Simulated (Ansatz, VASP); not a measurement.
# Two plane-wave programs on AlAs

```
CELL_PARAMETERS angstrom
0.00000 2.81461 2.81461
2.81461 0.00000 2.81461
2.81461 2.81461 0.00000
ATOMIC_POSITIONS crystal
Al 0.00000 0.00000 0.00000
As 0.25000 0.25000 0.25000
```

Alike in both runs: functional LDA; k mesh 8 × 8 × 8; no spin polarisation.

Ansatz relaxed the structure, and its values are those at the end. VASP's run is a single point on that final structure, the one shown.

```csv
,VASP,Ansatz
version,VASP 6.6.1,Ansatz 0.2.0
potentials or method,"VASP PAW LDA potentials, release 64 (Al, As)","scalar-relativistic, plane waves, PAW"
plane-wave cutoff (eV),500,420
occupations,"gaussian, width 0.01 eV",fixed
valence electrons in the cell,8,18
```

|  | VASP | Ansatz | Ansatz less VASP |
| --- | --- | --- | --- |
| gap on the k mesh at the Fermi level (eV) | 1.31 | 1.32 | +0.013 |
| least direct gap on the mesh (eV) | 2.02 | 1.98 | -0.035 |
| pressure (GPa) | 0.3 | 0.0 | -0.35 |

LDA's correlation is that of Perdew and Zunger in VASP and of Perdew and Wang (1992) in Ansatz. VASP's potentials hold 8 valence electrons a cell and Ansatz's 18, so a difference there can come from the potentials and not from the codes.
